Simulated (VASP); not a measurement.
**Sc: single point with PBE**

Sc:

```xyz
4
Lattice="5.1245 0.0000 0.0000 -2.5622 4.4379 0.0000 0.0000 0.0000 5.7812" Properties=species:S:1:pos:R:3 pbc="T T T"
Sc    0.0000    0.0000    1.3796
Sc    0.0000    0.0000    4.4016
Sc    0.0000    2.9586    0.0000
Sc    2.5622    1.4793    0.0000
```

This isn't the form of Sc at room conditions, which is hcp.

- Program: VASP 6.6.1
- Task: single point
- Functional: PBE
- Potentials or basis: VASP PAW PBE potentials, release 64 (Sc_sv)
- Cutoff: 520 eV
- k mesh: 12 × 12 × 8
- Occupations: gaussian, width 0.1 eV
- Spin: no spin polarisation

The pressure is 0.0 GPa. The largest force is 0.024 eV/Å and the band gap on the k mesh is zero (bands 22 and 23 overlap by 0.06 eV).

Forces in eV/Å, atoms in the order of the input:
```
Sc   0.000  0.000  0.024
Sc   0.000  0.000 -0.024
Sc   0.000  0.000  0.000
Sc   0.000  0.000  0.000
```

Levels at points of the mesh, in eV from the Fermi level:
```
           k point  band 19  band 20  band 21  band 22  band 23  band 24  band 25  band 26
(0.00, 0.00, 0.00)    -0.76    -0.47    -0.26    -0.09     0.08     0.08     0.26     0.26
(0.50, 0.00, 0.00)    -1.09    -0.56    -0.34    -0.32     0.25     0.44     0.92     0.99
(0.00, 0.00, 0.50)    -0.63    -0.63    -0.16    -0.16     0.36     0.52     0.52     1.10
(0.50, 0.00, 0.50)    -1.23    -0.85    -0.48    -0.14     0.21     0.83     1.06     1.08
```

Wall time 11 min on 1 thread of Intel(R) Xeon(R) Platinum 8488C (Sapphire Rapids), with other jobs on the host, peak memory 0.44 GiB.
